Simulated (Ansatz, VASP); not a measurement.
# Mg2BrF3 in VASP and in Ansatz

```
Mg Br F
1.0
     5.99508    0.00000    0.00000
    -2.99754    5.19189    0.00000
     0.00000    0.00000    3.14544
Mg Br F
2 1 3
Direct
  0.66667 0.33333 0.50000
  0.33333 0.66667 0.50000
  0.00000 0.00000 0.50000
  0.00000 0.50000 0.00000
  0.50000 0.50000 0.00000
  0.50000 0.00000 0.00000
```

Change from the starting cell: species swapped into the NdB2Ir3 type (P6/mmm, No. 191).

Alike in both runs: task single point; functional PBE; k mesh 3 × 3 × 6; occupations gaussian, width 0.1 eV; no spin polarisation.

|  | VASP | Ansatz |
| --- | --- | --- |
| version | VASP 6.6.1 | Ansatz 0.2.0 |
| potentials or method | VASP PAW PBE potentials, release 64 (Mg_sv, Br, F), cutoff 840 eV | scalar-relativistic, plane waves, PAW |
| valence electrons in the cell | 48 | 48 |

|  | VASP | Ansatz | Ansatz less VASP |
| --- | --- | --- | --- |
| gap on the k mesh at the Fermi level (eV) | none | none | - |
| pressure (GPa) | -10.2 | -10.0 | +0.16 |
| traceless stress, the component that is largest in VASP (GPa) | 2.60 | 2.57 | -0.026 |

A gap of «none» marks a metal or a gap that the smearing closes.

The k mesh is coarse, so the values compare programs but aren't converged.
